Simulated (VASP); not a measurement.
Write the native input for VASP 6.6.1 that does the following.

```
Task                   : single point
Functional             : PBE
Potentials or basis    : VASP PAW PBE potentials, release 64 (Hf_pv, Pd, Se, Br, O)
Cutoff                 : 520 eV
k mesh                 : 9 × 9 × 2
Occupations            : fermi-dirac, width 0.05 eV
Spin                   : no spin polarisation
Dipole correction      : no
Further INCAR settings : ALGO = Normal; EDIFF = 1e-07; NBANDS = 53
```

The structure of Hf2Pd2Se2Br2O3 lies in POSCAR:

```
Hf2Pd2Se2Br2O3
1.0
    3.7261300000      0.0000000000      0.0000000000
   -1.8630600000      3.2269200000      0.0000000000
    0.0000000000      0.0000000000     17.0086700000
Hf Pd Se Br O
2 2 2 2 3
Direct
    0.6666700000      0.3333300000      0.9338500000
    0.3333300000      0.6666700000      0.0661500000
    0.0000000000      0.0000000000      0.3029800000
    0.0000000000      0.0000000000      0.6970200000
    0.3333300000      0.6666700000      0.2264900000
    0.6666700000      0.3333300000      0.7735100000
    0.6666700000      0.3333300000      0.3986200000
    0.3333300000      0.6666700000      0.6013800000
    0.3333300000      0.6666700000      0.9268900000
    0.6666700000      0.3333300000      0.0731100000
    0.0000000000      0.0000000000      0.0000000000
```

These files were run (other wordings do the same):

INCAR

```
SYSTEM = Hf2Pd2Se2Br2O3
PREC = Accurate
ENCUT = 520
EDIFF = 1E-7
ISMEAR = -1
SIGMA = 0.05
LREAL = .FALSE.
LASPH = .TRUE.
NELM = 100
ALGO = Normal
ISIF = 2
LWAVE = .FALSE.
LCHARG = .FALSE.
GGA = PE
NBANDS = 53
```

KPOINTS

```
Automatic mesh
0
G
  9 9 2
  0 0 0
```

Potentials or basis: VASP PAW PBE potentials, release 64 (Hf_pv, Pd, Se, Br, O).

The run is started by

```bash
$ cat potpaw_PBE.64/Hf_pv/POTCAR potpaw_PBE.64/Pd/POTCAR potpaw_PBE.64/Se/POTCAR potpaw_PBE.64/Br/POTCAR potpaw_PBE.64/O/POTCAR > POTCAR
$ mpirun -np 1 vasp_std > vasp.out
```

Results of the run:

| Quantity | Value |
| --- | --- |
| Pressure | -0.8 GPa |
| Largest force | 0.183 eV/Å |
| Band gap on the k mesh | zero (band 42 reaches 4.90 eV, above the bottom of band 43 at 4.31 eV) |

Caveat: spin-orbit coupling is left out, which moves the levels of the heavy elements; this functional lacks dispersion, which binds the layers, so the pressure and a relaxed spacing across them are unreliable.

Wall time 23 min on 1 thread of Intel(R) Xeon(R) Platinum 8259CL CPU @ 2.50GHz (Skylake/Cascade Lake), with other jobs on the host, peak memory 0.66 GiB.
